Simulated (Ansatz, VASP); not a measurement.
**Two plane-wave programs on Co**

```xyz
1
Lattice="0.0000 1.7368 1.7368 1.7368 0.0000 1.7368 1.7368 1.7368 0.0000" Properties=species:S:1:pos:R:3 pbc="T T T"
Co    0.0000    0.0000    0.0000
```

Alike in both runs: functional PBEsol; k mesh 10 × 10 × 10; occupations gaussian, width 0.1 eV; collinear spin.

Ansatz relaxed the structure, and its values are those at the end. VASP's run is a single point on that final structure, the one shown.

|  | VASP | Ansatz |
| --- | --- | --- |
| version | VASP 6.6.1 | Ansatz 0.2.0 |
| potentials or method | VASP PAW PBE potentials, release 64 (Co_sv), cutoff 600 eV | scalar-relativistic, plane waves, PAW |
| valence electrons in the cell | 17 | 17 |

```tsv
	VASP	Ansatz	Ansatz less VASP
gap on the k mesh at the Fermi level (eV)	none	none	-
pressure (GPa)	-4.5	-0.1	+4.42
net moment per atom (μB)	1.68	1.68	+0.005
size of the moment on the site where the two differ most (μB)	1.72	1.74	+0.015
```

VASP's potentials were made for PBE, not for PBEsol. Site moments also hang on the region over which each program counts them. A gap of «none» marks a metal or a gap that the smearing closes. One of these differences is far larger than is usual between the two programs; its cause wasn't traced.
